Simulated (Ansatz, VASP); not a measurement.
Given: the input of a run of Ansatz 0.2.0 on TaN.

The input input.yaml:

```yaml
crystal:
  lattice:
    - [0.0, 2.211323, 2.211323]
    - [2.211323, 0.0, 2.211323]
    - [2.211323, 2.211323, 0.0]
  atoms:
    - { symbol: Ta, position: [0.5, 0.5, 0.5] }
    - { symbol: "N", position: [0.0, 0.0, 0.0] }
kpoints:
  mp_grid: { grid: [8, 8, 8] }
scf:
  occupations: { method: fermi_dirac, width: 0.05 }
hamiltonian:
  xc: pbesol
  pseudopotentials: { kind: all_electron, datasets: crystal }
output:
  forces: true
  stress: true
  eigenvalues: true
```

Potentials or basis: all-electron PAW datasets made for the crystal.

Command:

```console
$ ansatz run input.yaml --threads 2 --pin off --max-ram 8192MiB --backend cpu --events-out ev --progress --plain --runs-dir out
```

Question: Translate it to VASP 6.6.1. Potentials there: VASP PAW PBE potentials, release 64 (Ta_pv, N).

Answer: As run (the cutoff follows the program's own potentials):

File INCAR:

```
SYSTEM = TaN
PREC     = Accurate       ! precision mode
ENCUT    = 520            ! plane-wave cutoff, eV
EDIFF    = 1E-6           ! SCF threshold, eV
ISMEAR   = -1             ! smearing method
SIGMA    = 0.05           ! smearing width, eV
LREAL    = .FALSE.        ! projectors in reciprocal space
LASPH    = .TRUE.         ! aspherical terms in the spheres
NELM     = 80             ! most SCF steps
ALGO     = Normal         ! electronic algorithm
ISIF     = 2              ! what is computed and relaxed
LWAVE    = .FALSE.        ! write WAVECAR
LCHARG   = .FALSE.        ! write CHGCAR
GGA      = PS             ! functional
NBANDS   = 15             ! bands
```

KPOINTS

```
Automatic mesh
0
G
  8 8 8
  0 0 0
```

The input POSCAR:

```
TaN
1.0
    0.0000000000      2.2113230000      2.2113230000
    2.2113230000      0.0000000000      2.2113230000
    2.2113230000      2.2113230000      0.0000000000
Ta N
1 1
Direct
    0.5000000000      0.5000000000      0.5000000000
    0.0000000000      0.0000000000      0.0000000000
```

Potentials or basis: VASP PAW PBE potentials, release 64 (Ta_pv, N).

The run is started by

```console
$ cat potpaw_PBE.64/Ta_pv/POTCAR potpaw_PBE.64/N/POTCAR > POTCAR
$ mpirun -np 1 vasp_std > vasp.out
```

Both were run:

|  | VASP | Ansatz | Ansatz less VASP |
| --- | --- | --- | --- |
| gap on the k mesh at the Fermi level (eV) | none | none | - |
| pressure (GPa) | -9.6 | -10.4 | -0.77 |

VASP's potentials were made for PBE, not for PBEsol. A gap of «none» marks a metal or a gap that the smearing closes. Ansatz ran all-electron here, and VASP with PAW potentials.

Neither program's run includes spin-orbit coupling. Noted on Ansatz's run: the k mesh is thin for a metal, which can move the energy by tens of meV per atom.
